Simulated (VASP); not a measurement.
Input of a VASP 6.6.1 run:

File INCAR:

```
SYSTEM = C
PREC = Accurate
ENCUT = 520
EDIFF = 1E-7
ISMEAR = 0
SIGMA = 0.05
LREAL = .FALSE.
LASPH = .TRUE.
NELM = 60
ALGO = Normal
ISIF = 2
LWAVE = .FALSE.
LCHARG = .FALSE.
GGA = PE
NBANDS = 11
```

The input KPOINTS:

```
regular mesh
0
G
  12 12 12
  0 0 0
```

POSCAR

```
C
1.0
    0.0000000000      1.8001821416      1.7153935627
    1.8001821416      0.0000000000      1.7153935627
    1.8001821416      1.8001821416      0.0000000000
C
2
Direct
    0.5000000000      0.5000000000      0.5000000000
    0.7500000000      0.7500000000      0.7500000000
```

Potentials or basis: VASP PAW PBE potentials, release 64 (C).

Command:

```bash
$ cat potpaw_PBE.64/C/POTCAR > POTCAR
$ mpirun -np 1 vasp_std > vasp.out
```

(1) What does it give for the band gap on the k mesh?

(2) Predict the pressure.

Results:

(1) 2.99 eV, indirect (least direct gap 4.80 eV).

(2) 11.7 GPa.
